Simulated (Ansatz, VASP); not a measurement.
One calculation of Ge, two programs

The input INCAR:

```
PREC = Accurate
ENCUT = 600
EDIFF = 1E-6
ISMEAR = 0
SIGMA = 0.1
LREAL = False
LASPH = True
NELM = 80
ALGO = Normal
ISIF = 3
LWAVE = False
LCHARG = False
GGA = PS
IBRION = 2
NSW = 100
EDIFFG = -0.005
```

File KPOINTS:

```
regular mesh
0
Gamma
  12 12 12
```

The input POSCAR:

```
Ge
1.0
    0.0000000000      2.9768227600      2.9768227600
    2.9768227600      0.0000000000      2.9768227600
    2.9768227600      2.9768227600      0.0000000000
Ge
2
Direct
    0.0000000000      0.0000000000      0.0000000000
    0.2500000000      0.2500000000      0.2500000000
```

Input for Ansatz:

```yaml
crystal:
  lattice:
    - [0.0, 2.97682276, 2.97682276]
    - [2.97682276, 0.0, 2.97682276]
    - [2.97682276, 2.97682276, 0.0]
  atoms:
    - { symbol: Ge, position: [0.0, 0.0, 0.0] }
    - { symbol: Ge, position: [0.25, 0.25, 0.25] }
basis:
  ecutwfc: 420
kpoints:
  mp_grid: { grid: [12, 12, 12] }
hamiltonian:
  xc: pbesol
scf:
  occupations: { method: gaussian, width: 0.1 }
output:
  forces: true
  stress: true
  eigenvalues: true
  write_density: true
  write_potential: true
  elf: true
  volumetric_format: npy
relax:
  adjacent_minimum: "off"
  f_tol: 0.005
  max_steps: 80
  cell: { stress_tol: 0.05 }
```

Alike in both runs: task relaxation of cell and atoms; functional PBEsol; k mesh 12 × 12 × 12; occupations gaussian, width 0.1 eV; no spin polarisation.

|  | VASP | Ansatz |
| --- | --- | --- |
| version | VASP 6.6.1 | Ansatz 0.2.0 |
| potentials or method | VASP PAW PBE potentials, release 64 (Ge_d), cutoff 600 eV | scalar-relativistic, plane waves, PAW |
| valence electrons in the cell | 28 | 28 |

```tsv
	VASP	Ansatz	Ansatz less VASP
gap on the k mesh at the Fermi level, each at its own relaxed structure (eV)	none	none	-
relaxed volume (Å³/atom)	22.84	22.85	+0.010
relaxed cell length with the largest relative difference (Å)	4.013	4.013	+0.0006
```

VASP's potentials were made for PBE, not for PBEsol. A gap of «none» marks a metal or a gap that the smearing closes.
